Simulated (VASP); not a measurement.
Crystal: BeS.

```
CELL_PARAMETERS angstrom
2.42500 2.42500 0.00000
-2.42500 2.42500 0.00000
0.00000 2.42500 2.42500
ATOMIC_POSITIONS crystal
Be 0.00000 0.00000 0.00000
S 0.75000 0.25000 0.50000
```

| Quantity | Value |
| --- | --- |
| Program | VASP 6.6.1 |
| Task | relaxation of cell and atoms |
| Functional | LDA |
| Potentials or basis | VASP PAW LDA potentials, release 64 (Be, S) |
| Cutoff | 600 eV |
| k mesh | 12 × 12 × 12 |
| Occupations | fermi-dirac, width 0.1 eV |
| Spin | no spin polarisation |

At the start: pressure -3.1 GPa; volume 14.26 Å³/atom.

**Question.** Where does the relaxation end?

**Answer.** Over 3 steps the energy falls by 4.6 meV/atom and the volume is 13.80 Å³/atom (-3.2 %); space group F-43m (No. 216, to 0.05 Å).

The path:
```tsv
step	energy change (eV)	largest force (eV/Å)	pressure (GPa)	volume (Å³)
1	0.0000	0.0000	-3.14	28.52
2	-0.0087	0.0000	0.83	27.38
3	-0.0093	0.0000	0.00	27.60
```

Final structure:
```
Be S
1.0
     2.39862    2.39862    0.00000
    -2.39862    2.39862    0.00000
     0.00000    2.39862    2.39862
Be S
1 1
Cartesian
  0.0000 0.0000 0.0000
  1.1993 3.5979 1.1993
```
